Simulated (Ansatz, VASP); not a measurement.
## Two plane-wave programs on Al

```xyz
1
Lattice="0.1138 2.0240 2.0240 2.1378 0.0000 2.1378 2.0240 2.0240 0.1138" Properties=species:S:1:pos:R:3 pbc="T T T"
Al    0.0000    0.0000    0.0000
```

Change from the starting cell: strain +0.1125 x Voigt [0, 0, 0, 0, 1, 0], atoms carried along.

Alike in both runs: task single point; functional PBE; k mesh 20 × 20 × 20; occupations gaussian, width 0.15 eV; no spin polarisation.

|  | VASP | Ansatz |
| --- | --- | --- |
| version | VASP 6.6.1 | Ansatz 0.2.0 |
| potentials or method | VASP PAW PBE potentials, release 64 (Al), cutoff 520 eV | scalar-relativistic, plane waves, PAW |
| valence electrons in the cell | 3 | 3 |

|  | VASP | Ansatz | Ansatz less VASP |
| --- | --- | --- | --- |
| gap on the k mesh at the Fermi level (eV) | none | none | - |
| pressure (GPa) | 0.8 | 0.8 | +0.03 |
| traceless stress, the component that is largest in VASP (GPa) | -4.29 | -4.30 | -0.009 |

A gap of «none» marks a metal or a gap that the smearing closes.
